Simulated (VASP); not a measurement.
A run of VASP 6.6.1:

INCAR

```
PREC = Accurate
ENCUT = 600
EDIFF = 1E-6
ISMEAR = -1
SIGMA = 0.1
LREAL = False
LASPH = True
NELM = 80
ALGO = Normal
ISIF = 3
LWAVE = False
LCHARG = False
GGA = RE
IBRION = 2
NSW = 80
EDIFFG = -0.01
```

The input KPOINTS:

```
regular mesh
0
Gamma
  12 12 12
```

POSCAR

```
P
1.0
    2.5427581381      0.0000000000      0.0000000000
    0.0000000000      2.5427581381      0.0000000000
    0.0000000000      0.0000000000      2.5427581381
P
1
Direct
    0.0000000000      0.0000000000      0.0000000000
```

Potentials or basis: VASP PAW PBE potentials, release 64 (P).

Run with:

```sh
$ cat potpaw_PBE.64/P/POTCAR > POTCAR
$ mpirun -np 1 vasp_std > vasp.out
```

Hardware: 1 thread of Intel Xeon 8259CL (shared host).

Question: How long does it take, and how much memory?

Answer: It took 20 s on 1 thread of Intel Xeon 8259CL (shared host), peak memory 0.12 GiB. Counts: scf iterations 24, k points 84, ion steps 3.
